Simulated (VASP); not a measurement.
# Al2InN3 (P-62m) in VASP: a series of runs

The runs below take Al2InN3 through single point, relaxation of cell and atoms, with PBE.

All numbers are computed with VASP 6.6.1; they aren't measurements. Logs are shortened: lines on timing, memory, paths and dates and some standing lists are left out, and cuts for length are marked.

**1. The cell of the first run**

It takes space group P-62m (No. 189, hexagonal). The conventional cell has a = 5.266 Å, b = 5.266 Å, c = 2.724 Å, α = 90.00°, β = 90.00°, γ = 120.00°. Al (site symmetry -6) has 6 N at 2.09 Å and 2 Al at 2.72 Å within 2.8 Å. Within 2.9 Å of In (site symmetry -62m) lie 3 N at 2.17 Å and 2 In at 2.72 Å. Within 2.8 Å of N (site symmetry m2m) lie 4 Al at 2.09 Å and 1 In at 2.17 Å and 6 N at 2.72 to 2.75 Å.

**2. Single point, PBE**

Input file INCAR:

```
SYSTEM = Al2InN3
  PREC = Accurate
  ENCUT = 520
  EDIFF = 1E-6
  ISMEAR = 0
  SIGMA = 0.1
  LREAL = .FALSE.
  LASPH = .TRUE.
  NELM = 100
  ALGO = Normal
  ISIF = 2
  LWAVE = .FALSE.
  LCHARG = .FALSE.
  GGA = PE
  NBANDS = 26
```

Input file KPOINTS:

```
Automatic mesh
0
G
  6 6 4
  0 0 0
```

Input file POSCAR:

```
Al2InN3
1.0
    5.2662862173      0.0000000000      0.0000000000
   -2.6331431086      4.5607376477      0.0000000000
    0.0000000000      0.0000000000      2.7236353617
Al In N
2 1 3
Direct
    0.3333333333      0.6666666667      0.5000000000
    0.6666666667      0.3333333333      0.5000000000
    0.0000000000      0.0000000000      0.0000000000
    0.4121484455      0.0000000000      0.0000000000
    0.0000000000      0.4121484455      0.0000000000
    0.5878515545      0.5878515545      0.0000000000
```

Potentials or basis: VASP PAW PBE potentials, release 64 (Al, In_d, N).

On the command line:

```console
cat potpaw_PBE.64/Al/POTCAR potpaw_PBE.64/In_d/POTCAR potpaw_PBE.64/N/POTCAR > POTCAR
mpirun -np 1 vasp_std > vasp.out
```

OUTCAR:

```text
SYSTEM = Al2InN3
   PREC = Accurate
   ENCUT = 520
   EDIFF = 1E-6
   ISMEAR = 0
   LREAL = .FALSE.
   LASPH = .TRUE.
   NELM = 100
   ISIF = 2
   GGA = PE

 ion  position               nearest neighbor table
   1  0.333  0.667  0.500-   4 2.09   4 2.09   5 2.09   5 2.09   6 2.09   6 2.09   2 3.04   2 3.04
                             2 3.04   3 3.33   3 3.33   3 3.33   3 3.33   3 3.33   3 3.33
   2  0.667  0.333  0.500-   5 2.09   5 2.09   4 2.09   4 2.09   6 2.09   6 2.09   1 3.04   1 3.04
                             1 3.04   3 3.33   3 3.33   3 3.33   3 3.33   3 3.33   3 3.33
   3  0.000  0.000  0.000-   5 2.17   6 2.17   4 2.17   2 3.33   1 3.33   1 3.33   2 3.33   1 3.33
                             1 3.33   2 3.33   2 3.33   2 3.33   2 3.33   1 3.33   1 3.33
   4  0.412  0.000  0.000-   1 2.09   1 2.09   2 2.09   2 2.09   3 2.17
   5  0.000  0.412  0.000-   2 2.09   2 2.09   1 2.09   1 2.09   3 2.17
   6  0.588  0.588  0.000-   2 2.09   2 2.09   1 2.09   1 2.09   3 2.17

  LATTYP: Found a hexagonal cell.
 ALAT       =     5.2662862173
 C/A-ratio  =     0.5171833146

  Lattice vectors:

 A1 = (   5.2662862173,   0.0000000000,   0.0000000000)
 A2 = (  -2.6331431086,   4.5607376477,   0.0000000000)
 A3 = (   0.0000000000,   0.0000000000,   2.7236353617)

Analysis of symmetry for initial positions (statically):
=====================================================================
 Subroutine PRICEL returns:
 Original cell was already a primitive cell.

 Routine SETGRP: Setting up the symmetry group for a
 hexagonal supercell.

 Subroutine GETGRP returns: Found 12 space group operations
 (whereof 12 operations were pure point group operations)
 out of a pool of 24 trial point group operations.

The static configuration has the point symmetry D_3h.

Analysis of symmetry for dynamics (positions and initial velocities):
=====================================================================
 Subroutine PRICEL returns:
 Original cell was already a primitive cell.

 Routine SETGRP: Setting up the symmetry group for a
 hexagonal supercell.

 Subroutine GETGRP returns: Found 12 space group operations
 (whereof 12 operations were pure point group operations)
 out of a pool of 24 trial point group operations.

The dynamic configuration has the point symmetry D_3h.

 Subroutine INISYM returns: Found 12 space group operations
 (whereof 12 operations are pure point group operations),
 and found     1 'primitive' translations

----------------------------------------------------------------------------------------

                                     Primitive cell

  volume of cell :      65.4167

  direct lattice vectors                    reciprocal lattice vectors
     5.266286217  0.000000000  0.000000000     0.189887135  0.109631388  0.000000000
    -2.633143109  4.560737648  0.000000000     0.000000000  0.219262777  0.000000000
     0.000000000  0.000000000  2.723635362     0.000000000  0.000000000  0.367156343

  length of vectors
     5.266286217  5.266286217  2.723635362     0.219262777  0.219262777  0.367156343

  position of ions in fractional coordinates (direct lattice)
     0.333333333  0.666666667  0.500000000
     0.666666667  0.333333333  0.500000000
     0.000000000  0.000000000  0.000000000
     0.412148446  0.000000000  0.000000000
     0.000000000  0.412148446  0.000000000
     0.587851554  0.587851554  0.000000000

  ion indices of the primitive-cell ions
   primitive index   ion index
                 1           1
                 2           2
                 3           3
                 4           4
                 5           5
                 6           6

----------------------------------------------------------------------------------------

 KPOINTS: Automatic mesh

Automatic generation of k-mesh.
 Grid dimensions read from file:
 generate k-points for:    6    6    4

 Generating k-lattice:

  Cartesian coordinates                     Fractional coordinates (reciprocal lattice)
     0.031647856  0.018271898  0.000000000     0.166666667 -0.000000000  0.000000000
     0.000000000  0.036543796  0.000000000     0.000000000  0.166666667  0.000000000
     0.000000000  0.000000000  0.091789086     0.000000000  0.000000000  0.250000000

  Length of vectors
     0.036543796  0.036543796  0.091789086

  Shift w.r.t. Gamma in fractional coordinates (k-lattice)
     0.000000000  0.000000000  0.000000000

 Subroutine IBZKPT returns following result:
 ===========================================

 Found     21 irreducible k-points:

 Following reciprocal coordinates:
            Coordinates               Weight
  0.000000  0.000000  0.000000      1.000000
  0.166667  0.000000  0.000000      6.000000
  0.333333  0.000000  0.000000      6.000000
  0.500000  0.000000  0.000000      3.000000
  0.166667  0.166667  0.000000      6.000000
  0.333333  0.166667  0.000000     12.000000
[... 13 lines left out ...]
  0.333333  0.166667  0.500000     12.000000
  0.333333  0.333333  0.500000      2.000000
   k-points           NKPTS =     21   k-points in BZ     NKDIM =     21   number of bands    NBANDS=     26
   number of dos      NEDOS =    301   number of ions     NIONS =      6
   total plane-waves  NPLWV =  32000
   dimension x,y,z NGX =    40 NGY =   40 NGZ =   20
   dimension x,y,z NGXF=    80 NGYF=   80 NGZF=   40
   ions per type =               2   1   3
   NGX,Y,Z   is equivalent  to a cutoff of  12.63, 12.63, 12.21 a.u.
   NGXF,Y,Z  is equivalent  to a cutoff of  25.25, 25.25, 24.42 a.u.
 SYSTEM =  Al2InN3
   PREC   = accura    normal or accurate (medium, high low for compatibility)
   ISTART =      0    job   : 0-new  1-cont  2-samecut
   ICHARG =      2    charge: 1-file 2-atom 10-const
   ISPIN  =      1    spin polarized calculation?
   LNONCOLLINEAR =      F non collinear calculations
   LSORBIT =      F    spin-orbit coupling
   LASPH  =      T    aspherical Exc in radial PAW
   ENCUT  =  520.0 eV  38.22 Ry    6.18 a.u.   9.79  9.79  5.06*2*pi/ulx,y,z
   NELM   =    100;   NELMIN=  2; NELMDL= -5     # of ELM steps
   EDIFF  = 0.1E-05   stopping-criterion for ELM
   LREAL  =      F    real-space projection
   EDIFFG = 0.1E-04   stopping-criterion for IOM
   NSW    =      0    number of steps for IOM
   IBRION =     -1    ionic relax: 0-MD 1-quasi-New 2-CG
   NFREE  =      0    steps in history (QN), initial steepest desc. (CG)
   ISIF   =      2    stress and relaxation
   ISYM   =      2    0-nonsym 1-usesym 2-fastsym
   POTIM  = 0.5000    time-step for ionic-motion
   TEBEG  =    0.0;   TEEND  =   0.0 temperature during run
   PSTRESS=    0.0 pullay stress
   NELECT =      34.0000    total number of electrons
   NUPDOWN=      -1.0000    fix difference up-down
   EMIN   =  10.00;   EMAX   =-10.00  energy-range for DOS
   EFERMI =   0.00;   METHOD = LEGACY
   ISMEAR =     0;   SIGMA  =   0.10  broadening in eV -4-tet -1-fermi 0-gaus
   EFERMI_NEDOS =   21; number of points for ismear=-14 and -15
   IALGO  =     38    algorithm
   IMIX   =      4    mixing-type and parameters
     AMIX     =   0.40;   BMIX     =  1.00
     AMIX_MAG =   1.60;   BMIX_MAG =  1.00
  volume/ion in A,a.u.               =      10.90        73.58
  Fermi-wavevector in a.u.,A,eV,Ry     =   1.316250  2.487351 23.572276  1.732513
  Thomas-Fermi vector in A             =   2.446375
   LORBIT       =      0    0 simple, 1 ext, 2 COOP (PROOUT), +10 PAW based schemes
   GGA     = PE    functional components
   LHFCALC =     F    Hartree Fock is set to
   AEXX    =    0.0000 exact exchange contribution
   IVDW    =     0    specifies the selected vdW correction
   LEPSILON=     F    determine dielectric tensor
   LRPA    =     F    only Hartree local field effects (RPA)
 non-spin polarized calculation
 Gauss-broadening in eV      SIGMA  =   0.10
  energy-cutoff  :      520.00
  volume of cell :       65.42
 maximum number of plane-waves:      1784
 NGX is ok and might be reduce to    40
   NGX = 19   NGY = 19   NGZ = 11

 number of electron      33.9999994 magnetization

 Free energy of the ion-electron system (eV)
  ---------------------------------------------------
  ext. energy  EPLUGINS =         0.00000000
  ---------------------------------------------------
  free energy    TOTEN  =       -36.18513051 eV

  energy without entropy =      -36.16474254  energy(sigma->0) =      -36.17493652

 E-fermi :   8.6644     XC(G=0): -11.6153

 val. band max:        8.6635367576   @ k =   0.3333   0.1667   0.0000
 cond. band min:       8.6798810466   @ k =   0.1667   0.0000   0.0000
 fundamental gap:      0.0163442890
 Fermi energy:         8.6643563676

 k-point     1 :       0.0000    0.0000    0.0000
  band No.  band energies     occupation
      1      -7.9382      2.00000
      2      -6.3159      2.00000
      3      -6.3159      2.00000
      4      -6.2340      2.00000
      5      -5.1292      2.00000
      6      -5.1292      2.00000
[... 18 lines left out ...]
     25      19.2777      0.00000
     26      20.1750      0.00000

 k-point     2 :       0.1667    0.0000    0.0000
  band No.  band energies     occupation
      1      -7.8160      2.00000
      2      -6.3921      2.00000
      3      -6.3502      2.00000
      4      -6.1312      2.00000
      5      -5.1299      2.00000
      6      -5.1294      2.00000
[... 18 lines left out ...]
     25      19.4064      0.00000
     26      19.7322      0.00000

 k-point     3 :       0.3333    0.0000    0.0000
  band No.  band energies     occupation
      1      -7.4858      2.00000
      2      -6.6195      2.00000
      3      -6.3816      2.00000
      4      -5.8914      2.00000
      5      -5.1311      2.00000
      6      -5.1298      2.00000
[... 485 lines left out ...]
 k-point    20 :       0.3333    0.1667    0.5000
  band No.  band energies     occupation
      1      -5.9861      2.00000
      2      -5.8839      2.00000
      3      -5.7869      2.00000
      4      -5.7751      2.00000
      5      -5.5562      2.00000
      6      -4.4871      2.00000
[... 18 lines left out ...]
     25      17.6733      0.00000
     26      18.0707      0.00000

 k-point    21 :       0.3333    0.3333    0.5000
  band No.  band energies     occupation
      1      -5.9039      2.00000
      2      -5.9039      2.00000
      3      -5.7828      2.00000
      4      -5.7828      2.00000
      5      -5.5314      2.00000
      6      -4.2794      2.00000
[... 18 lines left out ...]
     25      17.1776      0.00000
     26      17.1776      0.00000

------------------------ aborting loop because EDIFF is reached ----------------------------------------

  FORCE on cell =-STRESS in cart. coord.  units (eV):
  Direction    XX          YY          ZZ          XY          YZ          ZX
  --------------------------------------------------------------------------------------
  -------------------------------------------------------------------------------------
  Total        0.0443019      0.0443019     -0.1372329      0.0000000      0.0000000     -0.0000000
  in kB        1.0850370      1.0850370     -3.3610910      0.0000000      0.0000000     -0.0000000
  external PRESSURE =      -0.3970057 kB  Pullay stress =       0.0000000 kB

 VOLUME and BASIS-vectors are now :
 -----------------------------------------------------------------------------
  energy-cutoff  :      520.00
  volume of cell :       65.42
      direct lattice vectors                 reciprocal lattice vectors
     5.266286217  0.000000000  0.000000000     0.189887135  0.109631388  0.000000000
    -2.633143109  4.560737648  0.000000000     0.000000000  0.219262777  0.000000000
     0.000000000  0.000000000  2.723635362     0.000000000  0.000000000  0.367156343

 POSITION                                       TOTAL-FORCE (eV/Angst)
 -----------------------------------------------------------------------------------
     -0.00000      3.04049      1.36182        -0.000000      0.000000      0.000000
      2.63314      1.52025      1.36182        -0.000000      0.000000      0.000000
      0.00000      0.00000      0.00000        -0.000000     -0.000000      0.000000
      2.17049      0.00000      0.00000         0.021257     -0.000000      0.000000
     -1.08525      1.87970      0.00000        -0.010628      0.018409      0.000000
      1.54790      2.68104      0.00000        -0.010628     -0.018409      0.000000
 -----------------------------------------------------------------------------------
    total drift:                               -0.000002     -0.000004      0.000000

  FREE ENERGIE OF THE ION-ELECTRON SYSTEM (eV)
  ---------------------------------------------------
  free  energy   TOTEN  =       -36.1851305136 eV

  energy  without entropy=      -36.1647425354  energy(sigma->0) =      -36.17493652
```

Wall time 20 s (1 thread of AMD EPYC 9R45 (Zen 5), shared host); peak memory 0.16 GiB.

What came out:

- Free energy: -36.1851 eV
- Pressure: 0.0 GPa
- Largest force: 0.021 eV/Å
- Band gap on the k mesh: zero (band 17 reaches 8.79 eV, above the bottom of band 18 at 8.18 eV)

Forces in eV/Å, atoms in the order of the input:
```
Al   0.000  0.000  0.000
Al   0.000  0.000  0.000
In   0.000  0.000  0.000
N    0.021  0.000  0.000
N   -0.011  0.018  0.000
N   -0.011 -0.018  0.000
```

Levels at points of the mesh, in eV from the Fermi level:
| k point | band 14 | band 15 | band 16 | band 17 | band 18 | band 19 | band 20 | band 21 |
| --- | --- | --- | --- | --- | --- | --- | --- | --- |
| (0.00, 0.00, 0.00) | -0.66 | -0.66 | 0.08 | 0.08 | 0.35 | 5.80 | 6.55 | 6.55 |
| (0.50, 0.00, 0.00) | -1.33 | -0.59 | -0.35 | 0.03 | 1.44 | 3.34 | 5.10 | 6.69 |
| (0.00, 0.00, 0.50) | -3.79 | -2.42 | 0.13 | 0.13 | 0.38 | 2.64 | 3.47 | 3.47 |
| (0.50, 0.00, 0.50) | -3.08 | -1.79 | -1.53 | -0.67 | -0.29 | 3.52 | 5.04 | 5.78 |

Caveat: the k points lie up to 0.58 Å⁻¹ apart; spin-orbit coupling is left out, which moves the levels of the heavy elements.

(Part 1 of 3 ends here.)
